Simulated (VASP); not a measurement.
Input of a VASP 6.6.1 run:

Contents of INCAR:

```
PREC = Accurate
ENCUT = 600
EDIFF = 1E-6
ISMEAR = 0
SIGMA = 0.1
LREAL = F
LASPH = T
NELM = 100
ALGO = Normal
ISIF = 3
LWAVE = F
LCHARG = F
GGA = PS
IBRION = 2
NSW = 100
EDIFFG = -0.005
```

Contents of KPOINTS:

```
Automatic mesh
0
Gamma
  12 12 14
```

The input POSCAR:

```
Ti
1.0
    4.5673748306      0.0000000000      0.0000000000
   -2.2836874153      3.9554626319      0.0000000000
    0.0000000000      0.0000000000      2.8262442700
Ti
3
Direct
    0.0000000000      0.0000000000      0.0000000000
    0.3333333300      0.6666666700      0.5000000000
    0.6666666700      0.3333333300      0.5000000000
```

Potentials or basis: VASP PAW PBE potentials, release 64 (Ti_sv).

Launch:

```sh
$ cat potpaw_PBE.64/Ti_sv/POTCAR > POTCAR
$ mpirun -np 1 vasp_std > vasp.out
```

(1) What does it give for the relaxed volume?

(2) Predict the relaxed cell.

(3) What does it give for the space group after relaxing (to 0.05 Å)?

## Answers

(1) 16.43 Å³/atom.

(2) a = 4.510 Å, b = 4.510 Å, c = 2.797 Å, α = 90.00°, β = 90.00°, γ = 120.00°.

(3) P6/mmm (No. 191).

Caveat: the PAW data sets were made with another functional, which shifts forces and pressure a little.
